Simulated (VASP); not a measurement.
# InAs in VASP: notebook

InAs is run at these levels: PBEsol, PBE-based screened hybrid; tasks: single point.

Everything below comes from runs of VASP 6.6.1. Logs are shortened: lines on timing, memory, paths and dates and some standing lists are left out, and cuts for length are marked.

### 1 The cell of the first run

The structure is tetragonal, space group I-4m2 (No. 119). Conventional cell: a = 4.268 Å, b = 4.268 Å, c = 6.277 Å, α = 90.00°, β = 90.00°, γ = 90.00°. In (site symmetry -4m2) has 4 As at 2.65 Å within 3.5 Å. Within 3.5 Å of As (site symmetry -4m2) lie 4 In at 2.65 Å.

### 2 Single point, PBEsol

File INCAR:

```
ALGO = Normal
EDIFF = 1E-6
ENCUT = 500
GGA = PS
GGA_COMPAT = False
ISIF = 2
ISMEAR = -1
LASPH = True
LCHARG = False
LREAL = False
LWAVE = False
NBANDS = 16
NELM = 120
PREC = Accurate
SIGMA = 0.05
```

File KPOINTS:

```
k-points
0
Gamma
  6 6 6
```

File POSCAR:

```
InAs
1.0
    0.0000000000      3.0180000000      3.1387200000
    3.0180000000      0.0000000000      3.1387200000
    3.0180000000      3.0180000000      0.0000000000
In As
1 1
Direct
    0.0000000000      0.0000000000      0.0000000000
    0.7500000000      0.7500000000      0.7500000000
```

Potentials or basis: VASP PAW PBE potentials, release 64 (In_d, As).

On the command line:

```
$ cat potpaw_PBE.64/In_d/POTCAR potpaw_PBE.64/As/POTCAR > POTCAR
$ mpirun -np 1 vasp_std > vasp.out
```

OUTCAR:

```text
EDIFF = 1E-6
   ENCUT = 500
   GGA = PS
   ISIF = 2
   ISMEAR = -1
   LASPH = True
   LREAL = False
   NELM = 120
   PREC = Accurate

 ion  position               nearest neighbor table
   1  0.000  0.000  0.000-   2 2.65   2 2.65   2 2.65   2 2.65
   2  0.750  0.750  0.750-   1 2.65   1 2.65   1 2.65   1 2.65

  LATTYP: Found a body centered tetragonal cell.
 ALAT       =     4.2680965312
 C/A-ratio  =     1.4707821049

  Lattice vectors:

 A1 = (  -3.0180000000,   0.0000000000,   3.1387200000)
 A2 = (   3.0180000000,   0.0000000000,   3.1387200000)
 A3 = (   0.0000000000,   3.0180000000,  -3.1387200000)

Analysis of symmetry for initial positions (statically):
=====================================================================
 Subroutine PRICEL returns:
 Original cell was already a primitive cell.

 Routine SETGRP: Setting up the symmetry group for a
 body centered tetragonal supercell.

 Subroutine GETGRP returns: Found  8 space group operations
 (whereof  8 operations were pure point group operations)
 out of a pool of 16 trial point group operations.

The static configuration has the point symmetry D_2d.

Analysis of symmetry for dynamics (positions and initial velocities):
=====================================================================
 Subroutine PRICEL returns:
 Original cell was already a primitive cell.

 Routine SETGRP: Setting up the symmetry group for a
 body centered tetragonal supercell.

 Subroutine GETGRP returns: Found  8 space group operations
 (whereof  8 operations were pure point group operations)
 out of a pool of 16 trial point group operations.

The dynamic configuration has the point symmetry D_2d.

 Subroutine INISYM returns: Found  8 space group operations
 (whereof  8 operations are pure point group operations),
 and found     1 'primitive' translations

----------------------------------------------------------------------------------------

                                     Primitive cell

  volume of cell :      57.1770

  direct lattice vectors                    reciprocal lattice vectors
     0.000000000  3.018000000  3.138720000    -0.165672631  0.165672631  0.159300607
     3.018000000  0.000000000  3.138720000     0.165672631 -0.165672631  0.159300607
     3.018000000  3.018000000  0.000000000     0.165672631  0.165672631 -0.159300607

  length of vectors
     4.354295263  4.354295263  4.268096531     0.283322298  0.283322298  0.283322298

  position of ions in fractional coordinates (direct lattice)
     0.000000000  0.000000000  0.000000000
     0.750000000  0.750000000  0.750000000

  ion indices of the primitive-cell ions
   primitive index   ion index
                 1           1
                 2           2

----------------------------------------------------------------------------------------

 KPOINTS: k-points

Automatic generation of k-mesh.
 Grid dimensions read from file:
 generate k-points for:    6    6    6

 Generating k-lattice:

  Cartesian coordinates                     Fractional coordinates (reciprocal lattice)
    -0.027612105  0.027612105  0.026550101     0.166666667  0.000000000  0.000000000
     0.027612105 -0.027612105  0.026550101     0.000000000  0.166666667  0.000000000
     0.027612105  0.027612105 -0.026550101    -0.000000000 -0.000000000  0.166666667

  Length of vectors
     0.047220383  0.047220383  0.047220383

  Shift w.r.t. Gamma in fractional coordinates (k-lattice)
     0.000000000  0.000000000  0.000000000

 Subroutine IBZKPT returns following result:
 ===========================================

 Found     30 irreducible k-points:

 Following reciprocal coordinates:
            Coordinates               Weight
  0.000000  0.000000  0.000000      1.000000
  0.166667 -0.000000  0.000000      8.000000
  0.333333 -0.000000  0.000000      8.000000
  0.500000 -0.000000  0.000000      4.000000
  0.166667  0.166667  0.000000      2.000000
  0.333333  0.166667  0.000000      8.000000
[... 16 lines left out ...]
  0.333333  0.000000  0.333333      4.000000
  0.500000  0.000000  0.333333     16.000000
 [... further k-points ...]
   k-points           NKPTS =     30   k-points in BZ     NKDIM =     30   number of bands    NBANDS=     16
   number of dos      NEDOS =    301   number of ions     NIONS =      2
   total plane-waves  NPLWV =  32768
   dimension x,y,z NGX =    32 NGY =   32 NGZ =   32
   dimension x,y,z NGXF=    64 NGYF=   64 NGZF=   64
   ions per type =               1   1
   NGX,Y,Z   is equivalent  to a cutoff of  12.22, 12.22, 12.46 a.u.
   NGXF,Y,Z  is equivalent  to a cutoff of  24.44, 24.44, 24.93 a.u.
 SYSTEM =  unknown system
   PREC   = accura    normal or accurate (medium, high low for compatibility)
   ISTART =      0    job   : 0-new  1-cont  2-samecut
   ICHARG =      2    charge: 1-file 2-atom 10-const
   ISPIN  =      1    spin polarized calculation?
   LNONCOLLINEAR =      F non collinear calculations
   LSORBIT =      F    spin-orbit coupling
   LASPH  =      T    aspherical Exc in radial PAW
   ENCUT  =  500.0 eV  36.75 Ry    6.06 a.u.   7.94  7.94  7.78*2*pi/ulx,y,z
   NELM   =    120;   NELMIN=  2; NELMDL= -5     # of ELM steps
   EDIFF  = 0.1E-05   stopping-criterion for ELM
   LREAL  =      F    real-space projection
   EDIFFG = 0.1E-04   stopping-criterion for IOM
   NSW    =      0    number of steps for IOM
   IBRION =     -1    ionic relax: 0-MD 1-quasi-New 2-CG
   NFREE  =      0    steps in history (QN), initial steepest desc. (CG)
   ISIF   =      2    stress and relaxation
   ISYM   =      2    0-nonsym 1-usesym 2-fastsym
   POTIM  = 0.5000    time-step for ionic-motion
   TEBEG  =    0.0;   TEEND  =   0.0 temperature during run
   PSTRESS=    0.0 pullay stress
   NELECT =      18.0000    total number of electrons
   NUPDOWN=      -1.0000    fix difference up-down
   EMIN   =  10.00;   EMAX   =-10.00  energy-range for DOS
   EFERMI =   0.00;   METHOD = LEGACY
   ISMEAR =    -1;   SIGMA  =   0.05  broadening in eV -4-tet -1-fermi 0-gaus
   EFERMI_NEDOS =   21; number of points for ismear=-14 and -15
   IALGO  =     38    algorithm
   IMIX   =      4    mixing-type and parameters
     AMIX     =   0.40;   BMIX     =  1.00
     AMIX_MAG =   1.60;   BMIX_MAG =  1.00
  volume/ion in A,a.u.               =      28.59       192.92
  Fermi-wavevector in a.u.,A,eV,Ry     =   1.113675  2.104541 16.874939  1.240273
  Thomas-Fermi vector in A             =   2.250263
   LORBIT       =      0    0 simple, 1 ext, 2 COOP (PROOUT), +10 PAW based schemes
   GGA     = PS    functional components
   LHFCALC =     F    Hartree Fock is set to
   AEXX    =    0.0000 exact exchange contribution
   IVDW    =     0    specifies the selected vdW correction
   LEPSILON=     F    determine dielectric tensor
   LRPA    =     F    only Hartree local field effects (RPA)
 non-spin polarized calculation
  energy-cutoff  :      500.00
  volume of cell :       57.18
 maximum number of plane-waves:      1468
   NGX = 15   NGY = 15   NGZ = 15

 number of electron      17.9999995 magnetization

 Free energy of the ion-electron system (eV)
  ---------------------------------------------------
  ext. energy  EPLUGINS =         0.00000000
  ---------------------------------------------------
  free energy    TOTEN  =        -8.46433008 eV

  energy without entropy =       -8.46355495  energy(sigma->0) =       -8.46394252

 E-fermi :   4.1153     XC(G=0):  -9.1362

 val. band max:        4.1106225948   @ k =   0.0000   0.0000   0.0000
 cond. band min:       4.8266191469   @ k =   0.5000  -0.0000   0.0000
 fundamental gap:      0.7159965521
 Fermi energy:         4.1152697396

 k-point     1 :       0.0000    0.0000    0.0000
  band No.  band energies     occupation
      1     -10.2380      2.00000
      2     -10.2243      2.00000
      3     -10.2243      2.00000
      4     -10.1181      2.00000
      5     -10.1132      2.00000
      6      -7.6269      2.00000
[... 8 lines left out ...]
     15      13.2464      0.00000
     16      13.8235      0.00000

 k-point     2 :       0.1667   -0.0000    0.0000
  band No.  band energies     occupation
      1     -10.2595      2.00000
      2     -10.2238      2.00000
      3     -10.2157      2.00000
      4     -10.1188      2.00000
      5     -10.1123      2.00000
      6      -7.3594      2.00000
[... 8 lines left out ...]
     15      12.5348      0.00000
     16      12.7223      0.00000

 k-point     3 :       0.3333   -0.0000    0.0000
  band No.  band energies     occupation
      1     -10.3139      2.00000
      2     -10.2098      2.00000
      3     -10.2016      2.00000
      4     -10.1171      2.00000
      5     -10.1068      2.00000
      6      -6.6968      2.00000
[... 8 lines left out ...]
     15      12.9831      0.00000
     16      13.0514      0.00000

 k-point     4 :       0.5000   -0.0000    0.0000
  band No.  band energies     occupation
      1     -10.3395      2.00000
      2     -10.2046      2.00000
      3     -10.1965      2.00000
      4     -10.1142      2.00000
      5     -10.1019      2.00000
      6      -6.2445      2.00000
[... 8 lines left out ...]
     15      14.4853      0.00000
     16      14.7028      0.00000

 k-point     5 :       0.1667    0.1667    0.0000
  band No.  band energies     occupation
      1     -10.2832      2.00000
      2     -10.2072      2.00000
      3     -10.2072      2.00000
      4     -10.1186      2.00000
      5     -10.1137      2.00000
      6      -7.2869      2.00000
[... 8 lines left out ...]
     15      13.0472      0.00000
     16      14.2243      0.00000

 k-point     6 :       0.3333    0.1667    0.0000
  band No.  band energies     occupation
      1     -10.3227      2.00000
      2     -10.1978      2.00000
      3     -10.1914      2.00000
      4     -10.1203      2.00000
      5     -10.1107      2.00000
      6      -6.7584      2.00000
[... 8 lines left out ...]
     15      13.8687      0.00000
     16      14.1004      0.00000

 k-point     7 :       0.5000    0.1667    0.0000
  band No.  band energies     occupation
      1     -10.3477      2.00000
      2     -10.1969      2.00000
      3     -10.1849      2.00000
      4     -10.1125      2.00000
      5     -10.1120      2.00000
      6      -6.1602      2.00000
[... 8 lines left out ...]
     15      14.0806      0.00000
     16      14.6644      0.00000

 k-point     8 :      -0.3333    0.1667    0.0000
  band No.  band energies     occupation
      1     -10.3378      2.00000
      2     -10.2002      2.00000
      3     -10.1905      2.00000
      4     -10.1202      2.00000
      5     -10.1061      2.00000
      6      -6.2946      2.00000
[... 8 lines left out ...]
     15      13.1582      0.00000
     16      14.6458      0.00000

 k-point     9 :      -0.1667    0.1667    0.0000
  band No.  band energies     occupation
      1     -10.2962      2.00000
      2     -10.2107      2.00000
      3     -10.2059      2.00000
      4     -10.1235      2.00000
      5     -10.1075      2.00000
      6      -6.9430      2.00000
[... 8 lines left out ...]
     15      13.0857      0.00000
     16      13.7126      0.00000
[... 172 lines left out ...]
 k-point    19 :       0.5000    0.3333    0.1667
  band No.  band energies     occupation
      1     -10.3516      2.00000
      2     -10.1882      2.00000
      3     -10.1771      2.00000
      4     -10.1221      2.00000
      5     -10.1108      2.00000
      6      -6.2286      2.00000
[... 8 lines left out ...]
     15      14.2653      0.00000
     16      15.6328      0.00000

 k-point    20 :      -0.3333    0.3333    0.1667
  band No.  band energies     occupation
      1     -10.3626      2.00000
      2     -10.1889      2.00000
      3     -10.1705      2.00000
      4     -10.1242      2.00000
      5     -10.1089      2.00000
      6      -5.8613      2.00000
[... 8 lines left out ...]
     15      14.5633      0.00000
     16      15.4001      0.00000

 k-point    21 :      -0.1667    0.3333    0.1667
  band No.  band energies     occupation
      1     -10.3518      2.00000
      2     -10.1904      2.00000
      3     -10.1780      2.00000
      4     -10.1322      2.00000
      5     -10.1018      2.00000
      6      -6.1806      2.00000
[... 8 lines left out ...]
     15      14.5911      0.00000
     16      15.6620      0.00000

 k-point    22 :      -0.3333    0.5000    0.1667
  band No.  band energies     occupation
      1     -10.3767      2.00000
      2     -10.1761      2.00000
      3     -10.1600      2.00000
      4     -10.1286      2.00000
      5     -10.1088      2.00000
      6      -5.7451      2.00000
[... 8 lines left out ...]
     15      15.3711      0.00000
     16      15.6031      0.00000

 k-point    23 :       0.3333    0.0000    0.3333
  band No.  band energies     occupation
      1     -10.3578      2.00000
      2     -10.1780      2.00000
      3     -10.1739      2.00000
      4     -10.1438      2.00000
      5     -10.0970      2.00000
      6      -6.3545      2.00000
[... 8 lines left out ...]
     15      14.5494      0.00000
     16      16.1584      0.00000

 k-point    24 :       0.5000    0.0000    0.3333
  band No.  band energies     occupation
      1     -10.3768      2.00000
      2     -10.1725      2.00000
      3     -10.1663      2.00000
      4     -10.1430      2.00000
      5     -10.0962      2.00000
      6      -5.8670      2.00000
[... 8 lines left out ...]
     15      14.9831      0.00000
     16      15.7232      0.00000

 [... further k-points ...]
[... 5 lines left out ...]
  --------------------------------------------------------------------------------------
  -------------------------------------------------------------------------------------
  Total       -0.0532141     -0.0532141     -0.5671887      0.0000000      0.0000000      0.0000000
  in kB       -1.4911324     -1.4911324    -15.8934114      0.0000000      0.0000000      0.0000000
  external PRESSURE =      -6.2918921 kB  Pullay stress =       0.0000000 kB

 VOLUME and BASIS-vectors are now :
 -----------------------------------------------------------------------------
  energy-cutoff  :      500.00
  volume of cell :       57.18
      direct lattice vectors                 reciprocal lattice vectors
     0.000000000  3.018000000  3.138720000    -0.165672631  0.165672631  0.159300607
     3.018000000  0.000000000  3.138720000     0.165672631 -0.165672631  0.159300607
     3.018000000  3.018000000  0.000000000     0.165672631  0.165672631 -0.159300607

 POSITION                                       TOTAL-FORCE (eV/Angst)
 -----------------------------------------------------------------------------------
      0.00000      0.00000      0.00000        -0.000000     -0.000000      0.000000
      4.52700      4.52700      4.70808         0.000000      0.000000      0.000000
 -----------------------------------------------------------------------------------
    total drift:                                0.000000      0.000000     -0.000000

  FREE ENERGIE OF THE ION-ELECTRON SYSTEM (eV)
  ---------------------------------------------------
  free  energy   TOTEN  =        -8.4643300821 eV

  energy  without entropy=       -8.4635549513  energy(sigma->0) =       -8.46394252
```

Run time: 11 s. Hardware: 1 thread of Intel Xeon 6975P-C (Granite Rapids), shared host; peak memory 0.18 GiB.

Results:

```
Free energy            : -8.4643 eV
Pressure               : -0.6 GPa
Band gap on the k mesh : zero (filled and empty bands touch)
```

Caveat: the PAW data sets were made with another functional, which shifts forces and pressure a little; spin-orbit coupling is left out, which moves the levels of the heavy elements.

[end of part 1 of 2]
